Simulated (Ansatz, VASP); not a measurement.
**Two plane-wave programs on N**

```
N
1.0
    15.00000    0.00000    0.00000
     0.00000   15.50000    0.00000
     0.00000    0.00000   16.00000
N
2
Direct
  0.50180 0.49905 0.46673
  0.49820 0.50095 0.53327
```

Alike in both runs: task relaxation of the atoms; functional PBE; k mesh 1 × 1 × 1; occupations gaussian, width 0.005 eV; no spin polarisation.

|  | VASP | Ansatz |
| --- | --- | --- |
| version | VASP 6.6.1 | Ansatz 0.2.0 |
| potentials or method | VASP PAW PBE potentials, release 64 (N), cutoff 520 eV | scalar-relativistic, plane waves, PAW |
| valence electrons in the cell | 10 | 10 |

VASP gave:

- gap on the k mesh at the Fermi level, each at its own relaxed structure (eV): 8.07

Q: Which values does Ansatz return?

A: gap on the k mesh at the Fermi level, each at its own relaxed structure (eV): 8.24.

Noted on VASP's run: the standard files for N, O and F lose accuracy on very short bonds.
